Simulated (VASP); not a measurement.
Here is a VASP 6.6.1 calculation.

The input POSCAR:

```
MnS
1.0
    0.0000000000      2.6045000000      2.6045000000
    2.6045000000      0.0000000000      2.6045000000
    2.6045000000      2.6045000000      0.0000000000
Mn S
1 1
Direct
    0.0000000000      0.0000000000      0.0000000000
    0.5000000000      0.5000000000      0.5000000000
```

File INCAR.step1:

```
PREC = Accurate ; ENCUT = 520
EDIFF = 1E-6 ; ISMEAR = -1
SIGMA = 0.05 ; LREAL = F
LASPH = T ; NELM = 200
ALGO = Normal ; ISIF = 2
LWAVE = F ; LCHARG = T
ISPIN = 2 ; MAGMOM = 4 0
LMAXMIX = 4 ; LDAU = T
LDAUTYPE = 2 ; LDAUL = 2 -1
LDAUU = 6 0 ; LDAUJ = 0 0
LDAUPRINT = 1 ; GGA = PS
NBANDS = 22 ; GGA_COMPAT = F
NEDOS = 2001 ; LORBIT = 11
```

File KPOINTS.step1:

```
Automatic mesh
0
Gamma
  9 9 9
```

The input INCAR.step2:

```
PREC = Accurate ; ENCUT = 520
EDIFF = 1E-6 ; ISMEAR = -5
SIGMA = 0.05 ; LREAL = F
LASPH = T ; NELM = 200
ALGO = Normal ; ISIF = 2
LWAVE = F ; LCHARG = F
ISPIN = 2 ; MAGMOM = 4 0
LORBIT = 10 ; LMAXMIX = 4
LDAU = T ; LDAUTYPE = 2
LDAUL = 2 -1 ; LDAUU = 6 0
LDAUJ = 0 0 ; LDAUPRINT = 1
GGA = PS ; NBANDS = 22
NEDOS = 1001 ; ICHARG = 11
GGA_COMPAT = F
```

KPOINTS.step2

```
Automatic mesh
0
Gamma
  14 14 14
```

Potentials or basis: VASP PAW PBE potentials, release 64 (Mn_sv, S).

Command:

```bash
$ cat potpaw_PBE.64/Mn_sv/POTCAR potpaw_PBE.64/S/POTCAR > POTCAR
$ cp INCAR.step1 INCAR
$ cp KPOINTS.step1 KPOINTS
$ mpirun -np 1 vasp_std > vasp.out
$ cp INCAR.step2 INCAR
$ cp KPOINTS.step2 KPOINTS
$ mpirun -np 1 vasp_std > vasp.out
```

Q: Predict the net moment.

A: 5.00 μB per cell.

Q: Predict the site moments.

A: Mn +4.52; S +0.07 μB.

Eigenvalues of the final occupation matrices:
| site | spin | trace | eigenvalues |
| --- | --- | --- | --- |
| site 1 d | 1 | 4.61 | 0.91 0.91 0.91 0.93 0.93 |
| site 1 d | 2 | 0.12 | 0.01 0.01 0.01 0.05 0.05 |

Caveat: a cell with one magnetic atom can't hold antiferromagnetic order, which such compounds often take. The state reached can hang on the start; a lower one may exist.
